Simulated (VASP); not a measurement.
Crystal: TiB2.

```
Ti B
1.0
     2.98826    0.00000    0.00000
    -1.49413    2.58791    0.00000
     0.00000    0.00000    3.18477
Ti B
1 2
Direct
  0.00000 0.00000 0.00000
  0.66667 0.33333 0.50000
  0.33333 0.66667 0.50000
```

Base run:

- Program: VASP 6.6.1
- Functional: LDA
- Potentials or basis: VASP PAW LDA potentials, release 64 (Ti_sv, B)
- Cutoff: 520 eV
- k mesh: 10 × 10 × 8
- Occupations: fermi-dirac, width 0.05 eV
- Spin: no spin polarisation

Its results: band gap on the k mesh zero (band 9 reaches 10.78 eV, above the bottom of band 10 at 10.19 eV); pressure -0.1 GPa.

**Question.** After a change of settings the same cell gave: band gap on the k mesh zero (band 9 reaches 11.07 eV, above the bottom of band 10 at 10.38 eV); pressure 11.2 GPa. Which change was it?
A. functional from LDA to r2SCAN; potentials or basis from VASP PAW LDA potentials, release 64 (Ti_sv, B) to VASP PAW PBE potentials, release 64 (Ti_sv, B)
B. further incar settings from ALGO = Normal; EDIFF = 1e-06; NBANDS = 16 to ALGO = Normal; EDIFF = 1e-07; NBANDS = 16
C. functional from LDA to PBEsol; potentials or basis from VASP PAW LDA potentials, release 64 (Ti_sv, B) to VASP PAW PBE potentials, release 64 (Ti_sv, B)

**Answer.** A.

Caveats: the PAW data sets were made with another functional, which shifts forces and pressure a little (some runs).
